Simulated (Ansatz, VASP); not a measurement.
## Sr2Pb3WC2: VASP beside Ansatz

The input INCAR:

```
SYSTEM = Sr2Pb3WC2
PREC = Accurate
ENCUT = 600
EDIFF = 1E-6
ISMEAR = 0
SIGMA = 0.2
LREAL = .False.
LASPH = .True.
NELM = 100
ALGO = Normal
ISIF = 3
LWAVE = .False.
LCHARG = .False.
GGA = PE
IBRION = 2
NSW = 36
EDIFFG = -0.08
```

Contents of KPOINTS:

```
regular mesh
0
Gamma
  4 4 2
  0 0 0
```

POSCAR

```
Sr2Pb3WC2
1.0
    4.3041790100      0.0000000000      0.0000000000
    0.0000000000      4.3041790100      0.0000000000
    0.0000000000      0.0000000000     11.9578581800
Sr Pb W C
2 3 1 2
Direct
    0.0000000000      0.5000000000      0.1034230000
    0.5000000000      0.0000000000      0.8965770000
    0.5000000000      0.5000000000      0.7614640000
    0.0000000000      0.0000000000      0.5000000000
    0.5000000000      0.5000000000      0.2385360000
    0.0000000000      0.0000000000      0.0000000000
    0.0000000000      0.5000000000      0.6299769900
    0.5000000000      0.0000000000      0.3700230100
```

Input for Ansatz:

```yaml
crystal:
  lattice:
    - [4.30417901, 0.0, 0.0]
    - [0.0, 4.30417901, 0.0]
    - [0.0, 0.0, 11.95785818]
  atoms:
    - { symbol: Sr, position: [0.0, 0.5, 0.103423] }
    - { symbol: Sr, position: [0.5, 0.0, 0.896577] }
    - { symbol: Pb, position: [0.5, 0.5, 0.761464] }
    - { symbol: Pb, position: [0.0, 0.0, 0.5] }
    - { symbol: Pb, position: [0.5, 0.5, 0.238536] }
    - { symbol: W, position: [0.0, 0.0, 0.0] }
    - { symbol: C, position: [0.0, 0.5, 0.62997699] }
    - { symbol: C, position: [0.5, 0.0, 0.37002301] }
basis:
  ecutwfc: 420
kpoints:
  mp_grid: { grid: [4, 4, 2] }
hamiltonian:
  xc: pbe
scf:
  occupations: { method: gaussian, width: 0.2 }
  lower_state_search: "off"
output:
  forces: true
  stress: true
  eigenvalues: true
relax:
  adjacent_minimum: "off"
  f_tol: 0.08
  max_steps: 16
  cell: { stress_tol: 0.8 }
```

Change from the starting cell: species swapped into the In3CuAs2Se2 type (P-4m2, No. 115).

Alike in both runs: task relaxation of cell and atoms; functional PBE; k mesh 4 × 4 × 2; occupations gaussian, width 0.2 eV; no spin polarisation.

|  | VASP | Ansatz |
| --- | --- | --- |
| version | VASP 6.6.1 | Ansatz 0.2.0 |
| potentials or method | VASP PAW PBE potentials, release 64 (Sr_sv, Pb_d, W_sv, C), cutoff 600 eV | scalar-relativistic, plane waves, PAW |
| valence electrons in the cell | 84 | 84 |

```csv
,VASP,Ansatz,Ansatz less VASP
"gap on the k mesh at the Fermi level, each at its own relaxed structure (eV)",none,none,-
relaxed volume (Å³/atom),27.05,26.65,-0.396
relaxed length of the cell vector where the two differ most in proportion (Å),3.578,3.541,-0.0373
```

A gap of «none» marks a metal or a gap that the smearing closes.

The k mesh is coarse, so the values compare programs but aren't converged. Neither program's run includes spin-orbit coupling.
